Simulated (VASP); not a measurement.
# La16CO24 (a cell with a defect) in VASP: notebook

Runs on La16CO24 (a cell with a defect). Level: PBE. Tasks: single point.

Everything below comes from runs of VASP 6.6.1. Logs are shortened: lines on timing, memory, paths and dates and some standing lists are left out, and cuts for length are marked.

## (1) The cell of the first run

The cell holds a defect, 41 atoms: a = 7.881 Å, b = 7.881 Å, c = 12.376 Å, α = 90.00°, β = 90.00°, γ = 120.00°.

## (2) Single point, PBE

File INCAR:

```
SYSTEM = La16CO24
ALGO = Normal ; EDIFF = 1E-6
ENCUT = 520 ; GGA = PE
ISIF = 2 ; ISMEAR = -1
LASPH = .True. ; LCHARG = .False.
LREAL = Auto ; LWAVE = .False.
NBANDS = 188 ; NELM = 100
PREC = Accurate ; SIGMA = 0.01
```

File KPOINTS:

```
k-points
0
Gamma
  1 1 1
  0 0 0
```

File POSCAR:

```
La16CO24
1.0
    7.8811453692     -0.0000000560      0.0000000000
   -3.9405726361      6.8252721287      0.0000000000
    0.0000000000      0.0000000000     12.3757188400
La O C
16 24 1
Direct
    0.3394121105      0.1886675481      0.4000868711
    0.1564546329      0.3225467974      0.1287616316
    0.3307584014      0.1694519131      0.8736505053
    0.1632438726      0.3442356135      0.6267575774
    0.3339178246      0.6822836341      0.3723038984
    0.1502116196      0.8104374311      0.0998977035
    0.3324436575      0.6639170241      0.8792739801
    0.1609530228      0.8295553120      0.6263275050
    0.8429190385      0.1630465109      0.3746831089
    0.6512296829      0.3167798501      0.1276646141
    0.8266763304      0.1654683809      0.8769855396
    0.6680477082      0.3350389719      0.6206743119
    0.8331091575      0.6763576932      0.3712624440
    0.6790247161      0.8358032623      0.1252136754
    0.8186622928      0.6547523134      0.8731564971
    0.6607281814      0.8336282270      0.6230033218
    0.3182319171      0.1405118081      0.1991684261
    0.1700637378      0.3588244721      0.3265150164
   -0.0042526690      0.0094659553     -0.0005292467
    0.3302392300      0.1724988248      0.6685870247
    0.1615542930      0.3345449568      0.8187288823
   -0.0146537432     -0.0102600467      0.5004959658
    0.3329546136      0.6624561696      0.1603503642
    0.1769692272      0.8584758980      0.3008826461
   -0.0261794828      0.4753395233      0.0027165758
    0.3305515985      0.6697555493      0.6881459633
    0.1573203396      0.8265450103      0.8311854442
    0.0193929083      0.5332250616      0.5043143841
    0.8272598414      0.1675053629      0.1836999822
    0.6699813134      0.3364160744      0.3397225291
    0.5042954997      0.0152076649     -0.0042008004
    0.8310911639      0.1694816129      0.6752662692
    0.6601774985      0.3291883910      0.8118840561
    0.4886100914     -0.0164311704      0.5042634056
    0.8106671970      0.6402196465      0.1734749246
    0.6591584496      0.8315400215      0.3160436991
    0.4854134160      0.4656608022     -0.0042619226
    0.8265652673      0.6644262479      0.6812218490
    0.6612071071      0.8295102706      0.8249077893
    0.4982325560      0.5239545555      0.4970881786
    0.1317111441     -0.0004326420      0.2500151767
```

Potentials or basis: VASP PAW PBE potentials, release 64 (La, O, C).

The run is started by

```bash
$ cat potpaw_PBE.64/La/POTCAR potpaw_PBE.64/O/POTCAR potpaw_PBE.64/C/POTCAR > POTCAR
$ mpirun -np 1 vasp_gam > vasp.out
```

OUTCAR:

```text
SYSTEM = La16CO24
   EDIFF = 1E-6
   ENCUT = 520
   GGA = PE
   ISIF = 2
   ISMEAR = -1
   LASPH = .True.
   LREAL = Auto
   NELM = 100
   PREC = Accurate

 ion  position               nearest neighbor table
   1  0.339  0.189  0.400-  30 2.38  41 2.43  18 2.49  17 2.51  24 2.57  40 2.59  22 2.72  34 2.75
                            12 3.54   4 3.61
   2  0.156  0.323  0.129-  29 2.35  23 2.35  18 2.46  17 2.50  19 2.67  25 2.77  37 2.79  41 2.88

   3  0.331  0.169  0.874-  33 2.38  21 2.38  27 2.40  37 2.52  20 2.54  31 2.70  19 2.77
   4  0.163  0.344  0.627-  32 2.35  26 2.35  20 2.37  21 2.38  28 2.74  40 2.80   1 3.61
   5  0.334  0.682  0.372-  18 2.28  36 2.33  24 2.44  34 2.63  23 2.63  40 2.69  28 2.70
   6  0.150  0.810  0.100-  23 2.38  41 2.43  35 2.49  24 2.51  17 2.57  25 2.59  19 2.72  31 2.75
                             7 3.54  15 3.61
   7  0.332  0.664  0.879-  39 2.34  26 2.37  21 2.37  27 2.38  31 2.80  37 2.80   6 3.54
   8  0.161  0.830  0.626-  26 2.38  38 2.38  20 2.40  28 2.52  27 2.54  34 2.70  22 2.77
   9  0.843  0.163  0.375-  18 2.32  29 2.37  36 2.38  30 2.40  22 2.66
  10  0.651  0.317  0.128-  35 2.28  29 2.33  17 2.44  31 2.63  30 2.63  25 2.69  37 2.70
  11  0.827  0.165  0.877-  39 2.38  33 2.39  21 2.40  32 2.50  25 2.63  31 2.65  19 2.69
  12  0.668  0.335  0.621-  32 2.34  33 2.37  38 2.37  20 2.38  34 2.80  28 2.80   1 3.54
  13  0.833  0.676  0.371-  36 2.35  30 2.35  35 2.46  24 2.50  22 2.67  40 2.77  28 2.79
  14  0.679  0.836  0.125-  35 2.33  36 2.37  29 2.38  23 2.40  19 2.67
  15  0.819  0.655  0.873-  39 2.35  33 2.35  27 2.37  38 2.38  37 2.74  25 2.79   6 3.61
  16  0.661  0.834  0.623-  32 2.38  26 2.39  38 2.40  39 2.50  40 2.63  34 2.65  22 2.69
  17  0.318  0.141  0.199-  41 1.47  10 2.44   2 2.50   1 2.51   6 2.57
  18  0.170  0.359  0.327-   5 2.28   9 2.32   2 2.46   1 2.49
  19  0.996  0.009  0.999-  14 2.67   2 2.67  11 2.69   6 2.72   3 2.77
  20  0.330  0.172  0.669-   4 2.37  12 2.38   8 2.40   3 2.54
  21  0.162  0.335  0.819-   7 2.37   4 2.38   3 2.38  11 2.40
  22  0.985  0.990  0.500-   9 2.66  13 2.67  16 2.69   1 2.72   8 2.77
  23  0.333  0.662  0.160-   2 2.35   6 2.38  14 2.40   5 2.63
  24  0.177  0.858  0.301-  41 1.47   5 2.44  13 2.50   6 2.51   1 2.57
  25  0.974  0.475  0.003-   6 2.59  11 2.63  10 2.69   2 2.77  15 2.79
  26  0.331  0.670  0.688-   4 2.35   7 2.37   8 2.38  16 2.39
  27  0.157  0.827  0.831-  15 2.37   7 2.38   3 2.40   8 2.54
  28  0.019  0.533  0.504-   8 2.52   5 2.70   4 2.74  13 2.79  12 2.80
  29  0.827  0.168  0.184-  10 2.33   2 2.35   9 2.37  14 2.38
  30  0.670  0.336  0.340-  13 2.35   1 2.38   9 2.40  10 2.63
  31  0.504  0.015  0.996-  10 2.63  11 2.65   3 2.70   6 2.75   7 2.80
  32  0.831  0.169  0.675-  12 2.34   4 2.35  16 2.38  11 2.50
  33  0.660  0.329  0.812-  15 2.35  12 2.37   3 2.38  11 2.39
  34  0.489  0.984  0.504-   5 2.63  16 2.65   8 2.70   1 2.75  12 2.80
  35  0.811  0.640  0.173-  10 2.28  14 2.33  13 2.46   6 2.49
  36  0.659  0.832  0.316-   5 2.33  13 2.35  14 2.37   9 2.38
  37  0.485  0.466  0.996-   3 2.52  10 2.70  15 2.74   2 2.79   7 2.80
  38  0.827  0.664  0.681-  12 2.37  15 2.38   8 2.38  16 2.40
  39  0.661  0.830  0.825-   7 2.34  15 2.35  11 2.38  16 2.50
  40  0.498  0.524  0.497-   1 2.59  16 2.63   5 2.69  13 2.77   4 2.80
  41  0.132  1.000  0.250-  24 1.47  17 1.47   1 2.43   6 2.43   2 2.88

  LATTYP: Found a hexagonal cell.
 ALAT       =     7.8811453692
 C/A-ratio  =     1.5702944509

  Lattice vectors:

 A1 = (   7.8811453692,  -0.0000000560,   0.0000000000)
 A2 = (  -3.9405726361,   6.8252721287,   0.0000000000)
 A3 = (   0.0000000000,   0.0000000000,  12.3757188400)

Analysis of symmetry for initial positions (statically):
=====================================================================
 Subroutine PRICEL returns:
 Original cell was already a primitive cell.

 Routine SETGRP: Setting up the symmetry group for a
 hexagonal supercell.

 Subroutine GETGRP returns: Found  1 space group operations
 (whereof  1 operations were pure point group operations)
 out of a pool of 24 trial point group operations.

The static configuration has the point symmetry C_1 .

Analysis of symmetry for dynamics (positions and initial velocities):
=====================================================================
 Subroutine PRICEL returns:
 Original cell was already a primitive cell.

 Routine SETGRP: Setting up the symmetry group for a
 hexagonal supercell.

 Subroutine GETGRP returns: Found  1 space group operations
 (whereof  1 operations were pure point group operations)
 out of a pool of 24 trial point group operations.

The dynamic configuration has the point symmetry C_1 .

 Subroutine INISYM returns: Found  1 space group operations
 (whereof  1 operations are pure point group operations),
 and found     1 'primitive' translations

----------------------------------------------------------------------------------------

                                     Primitive cell

  volume of cell :     665.7018

  direct lattice vectors                    reciprocal lattice vectors
     7.881145369 -0.000000056  0.000000000     0.126885111  0.073257152  0.000000000
    -3.940572636  6.825272129  0.000000000     0.000000001  0.146514305  0.000000000
     0.000000000  0.000000000 12.375718840     0.000000000  0.000000000  0.080803387

  length of vectors
     7.881145369  7.881145369 12.375718840     0.146514305  0.146514305  0.080803387

  position of ions in fractional coordinates (direct lattice)
     0.339412110  0.188667548  0.400086871
     0.156454633  0.322546797  0.128761632
     0.330758401  0.169451913  0.873650505
     0.163243873  0.344235613  0.626757577
     0.333917825  0.682283634  0.372303898
     0.150211620  0.810437431  0.099897703
[... 33 lines left out ...]
     0.498232556  0.523954555  0.497088179
     0.131711144  0.999567358  0.250015177

  ion indices of the primitive-cell ions
   primitive index   ion index
                 1           1
                 2           2
                 3           3
                 4           4
                 5           5
                 6           6
[... 33 lines left out ...]
                40          40
                41          41

----------------------------------------------------------------------------------------

 KPOINTS: k-points

Automatic generation of k-mesh.
 Grid dimensions read from file:
 generate k-points for:    1    1    1

 Generating k-lattice:

  Cartesian coordinates                     Fractional coordinates (reciprocal lattice)
     0.126885111  0.073257152  0.000000000     1.000000000 -0.000000000  0.000000000
     0.000000001  0.146514305  0.000000000     0.000000000  1.000000000  0.000000000
     0.000000000  0.000000000  0.080803387     0.000000000  0.000000000  1.000000000

  Length of vectors
     0.146514305  0.146514305  0.080803387

  Shift w.r.t. Gamma in fractional coordinates (k-lattice)
     0.000000000  0.000000000  0.000000000

 Subroutine IBZKPT returns following result:
 ===========================================

 Found      1 irreducible k-points:

 Following reciprocal coordinates:
            Coordinates               Weight
  0.000000  0.000000  0.000000      1.000000
   k-points           NKPTS =      1   k-points in BZ     NKDIM =      1   number of bands    NBANDS=    188
   number of dos      NEDOS =    301   number of ions     NIONS =     41
   total plane-waves  NPLWV = 345600
   dimension x,y,z NGX =    60 NGY =   60 NGZ =   96
   dimension x,y,z NGXF=   120 NGYF=  120 NGZF=  192
   ions per type =              16  24   1
   NGX,Y,Z   is equivalent  to a cutoff of  12.66, 12.66, 12.90 a.u.
   NGXF,Y,Z  is equivalent  to a cutoff of  25.31, 25.31, 25.79 a.u.
 SYSTEM =  La16CO24
   PREC   = accura    normal or accurate (medium, high low for compatibility)
   ISTART =      0    job   : 0-new  1-cont  2-samecut
   ICHARG =      2    charge: 1-file 2-atom 10-const
   ISPIN  =      1    spin polarized calculation?
   LNONCOLLINEAR =      F non collinear calculations
   LSORBIT =      F    spin-orbit coupling
   LASPH  =      T    aspherical Exc in radial PAW
   ENCUT  =  520.0 eV  38.22 Ry    6.18 a.u.  14.65 14.65 23.01*2*pi/ulx,y,z
   NELM   =    100;   NELMIN=  2; NELMDL= -5     # of ELM steps
   EDIFF  = 0.1E-05   stopping-criterion for ELM
   LREAL  =      T    real-space projection
   EDIFFG = 0.1E-04   stopping-criterion for IOM
   NSW    =      0    number of steps for IOM
   IBRION =     -1    ionic relax: 0-MD 1-quasi-New 2-CG
   NFREE  =      0    steps in history (QN), initial steepest desc. (CG)
   ISIF   =      2    stress and relaxation
   ISYM   =      2    0-nonsym 1-usesym 2-fastsym
   POTIM  = 0.5000    time-step for ionic-motion
   TEBEG  =    0.0;   TEEND  =   0.0 temperature during run
   PSTRESS=    0.0 pullay stress
   NELECT =     324.0000    total number of electrons
   NUPDOWN=      -1.0000    fix difference up-down
   EMIN   =  10.00;   EMAX   =-10.00  energy-range for DOS
   EFERMI =   0.00;   METHOD = LEGACY
   ISMEAR =    -1;   SIGMA  =   0.01  broadening in eV -4-tet -1-fermi 0-gaus
   EFERMI_NEDOS =   21; number of points for ismear=-14 and -15
   IALGO  =     38    algorithm
   IMIX   =      4    mixing-type and parameters
     AMIX     =   0.40;   BMIX     =  1.00
     AMIX_MAG =   1.60;   BMIX_MAG =  1.00
  volume/ion in A,a.u.               =      16.24       109.57
  Fermi-wavevector in a.u.,A,eV,Ry     =   1.287745  2.433485 22.562372  1.658288
  Thomas-Fermi vector in A             =   2.419741
   LORBIT       =      0    0 simple, 1 ext, 2 COOP (PROOUT), +10 PAW based schemes
   GGA     = PE    functional components
[... 5 lines left out ...]
 non-spin polarized calculation
  energy-cutoff  :      520.00
  volume of cell :      665.70
 maximum number of plane-waves:      8979
 NGX is ok and might be reduce to    60
   NGX = 29   NGY = 29   NGZ = 47

 number of electron     324.0000004 magnetization

 Free energy of the ion-electron system (eV)
  ---------------------------------------------------
  ext. energy  EPLUGINS =         0.00000000
  ---------------------------------------------------
  free energy    TOTEN  =      -337.09696284 eV

  energy without entropy =     -337.09696284  energy(sigma->0) =     -337.09696284

 E-fermi :   8.4836     XC(G=0): -10.4571

 val. band max:        8.1784645814   @ k =   0.0000   0.0000   0.0000
 cond. band min:       9.6468986672   @ k =   0.0000   0.0000   0.0000
 fundamental gap:      1.4684340858
 Fermi energy:         8.4835834490

 k-point     1 :       0.0000    0.0000    0.0000
  band No.  band energies     occupation
      1     -23.9641      2.00000
      2     -23.8786      2.00000
      3     -23.8672      2.00000
      4     -23.8248      2.00000
      5     -23.7825      2.00000
      6     -23.7438      2.00000
[... 166 lines left out ...]
    173      10.5389      0.00000
    174      10.5636      0.00000
 [bands above 174 left out]

------------------------ aborting loop because EDIFF is reached ----------------------------------------

  FORCE on cell =-STRESS in cart. coord.  units (eV):
  Direction    XX          YY          ZZ          XY          YZ          ZX
  --------------------------------------------------------------------------------------
  -------------------------------------------------------------------------------------
  Total        6.4241605      8.7484155      5.7369923      0.0109737      4.1490195     -0.0017704
  in kB       15.4613432     21.0552422     13.8075017      0.0264109      9.9856494     -0.0042610
  external PRESSURE =      16.7746957 kB  Pullay stress =       0.0000000 kB

 VOLUME and BASIS-vectors are now :
 -----------------------------------------------------------------------------
  energy-cutoff  :      520.00
  volume of cell :      665.70
      direct lattice vectors                 reciprocal lattice vectors
     7.881145369 -0.000000056  0.000000000     0.126885111  0.073257152  0.000000000
    -3.940572636  6.825272129  0.000000000     0.000000001  0.146514305  0.000000000
     0.000000000  0.000000000 12.375718840     0.000000000  0.000000000  0.080803387

 POSITION                                       TOTAL-FORCE (eV/Angst)
 -----------------------------------------------------------------------------------
      1.93150      1.28771      4.95136         0.002791      0.005958     -0.011647
     -0.03798      2.20147      1.59352        -0.006256     -0.000545      0.010768
      1.93902      1.15656     10.81205         0.002122      0.000194     -0.006042
     -0.06994      2.34950      7.75658        -0.001059     -0.001619      0.016832
     -0.05693      4.65677      4.60753        -0.003518      0.003116     -0.023289
     -2.00975      5.53146      1.23631         0.005231     -0.008652      0.013348
[... 33 lines left out ...]
      1.86196      3.57613      6.15182         0.002336     -0.003891      0.010204
     -2.90083      6.82232      3.09412        -0.163314      0.000053      0.001404
 -----------------------------------------------------------------------------------
    total drift:                                0.001937      0.003305     -0.003567

  FREE ENERGIE OF THE ION-ELECTRON SYSTEM (eV)
  ---------------------------------------------------
  free  energy   TOTEN  =      -337.0969628433 eV

  energy  without entropy=     -337.0969628433  energy(sigma->0) =     -337.09696284
```

Run time: 8.4 min. Hardware: 1 thread of AMD EPYC 7R43 (Zen 3), shared host; peak memory 0.68 GiB.

Results:

```yaml
Free_energy: -337.0970 eV
Pressure: 1.7 GPa
Largest_force: 0.163 eV/Å
Band_gap_on_the_k_mesh: 1.47 eV
```

Forces in eV/Å, atoms in the order of the input:
```
La   0.003  0.006 -0.012
La  -0.006 -0.001  0.011
La   0.002  0.000 -0.006
La  -0.001 -0.002  0.017
La  -0.004  0.003 -0.023
La   0.005 -0.009  0.013
La   0.002  0.002 -0.010
La  -0.001 -0.003  0.008
La  -0.001 -0.004 -0.024
La  -0.004 -0.005  0.020
La  -0.005 -0.002 -0.004
La   0.001  0.002  0.017
La  -0.004  0.000 -0.017
La   0.005  0.008  0.017
La  -0.003  0.000 -0.013
La  -0.001 -0.003  0.009
O    0.090  0.092 -0.072
O   -0.004  0.001  0.004
O   -0.001 -0.003  0.000
O    0.003  0.001 -0.006
O    0.006 -0.004 -0.001
O    0.000  0.001 -0.001
O   -0.006  0.010 -0.008
O    0.092 -0.094  0.077
O   -0.001  0.001 -0.010
O   -0.003  0.000 -0.008
O    0.002  0.001  0.007
O   -0.003  0.002  0.007
O    0.002 -0.001  0.001
O   -0.002 -0.002  0.007
O   -0.006  0.002 -0.002
O    0.003  0.004 -0.007
O    0.000  0.000  0.002
O   -0.005  0.002  0.001
O   -0.005 -0.003  0.000
O    0.004  0.000  0.007
O   -0.001 -0.004 -0.006
O    0.004  0.003 -0.003
O    0.003 -0.001  0.000
O    0.002 -0.004  0.010
C   -0.163  0.000  0.001
```

Stress tensor (GPa, compression positive):
```
1.55 0.00 0.00
0.00 2.11 1.00
0.00 1.00 1.38
```

Caveat: the k points lie up to 0.92 Å⁻¹ apart; spin-orbit coupling is left out, which moves the levels of the heavy elements.

(Part 1 of 3 ends here.)
